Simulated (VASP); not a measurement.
Input of a VASP 6.6.1 run:

The input INCAR:

```
ALGO = Normal
EDIFF = 1E-6
ENCUT = 520
GGA = PS
ISIF = 2
ISMEAR = -1
LASPH = T
LCHARG = F
LREAL = F
LWAVE = F
NBANDS = 9
NELM = 80
PREC = Accurate
SIGMA = 0.13605693000000002
```

Contents of KPOINTS:

```
k-points
0
Gamma
  14 14 14
```

POSCAR

```
Se
1.0
   -1.6835495153      1.6835495153      1.6835495153
    1.6835495153     -1.6835495153      1.6835495153
    1.6835495153      1.6835495153     -1.6835495153
Se
1
Direct
    0.0000000000      0.0000000000      0.0000000000
```

Potentials or basis: VASP PAW PBE potentials, release 64 (Se).

Command:

```bash
$ cat potpaw_PBE.64/Se/POTCAR > POTCAR
$ mpirun -np 1 vasp_std > vasp.out
```

What does it give for the band gap on the k mesh?

Zero (band 3 reaches 9.50 eV, above the bottom of band 4 at 2.71 eV).

Predict the pressure.

1.3 GPa.

Caveat: the PAW data sets were made with another functional, which shifts forces and pressure a little.
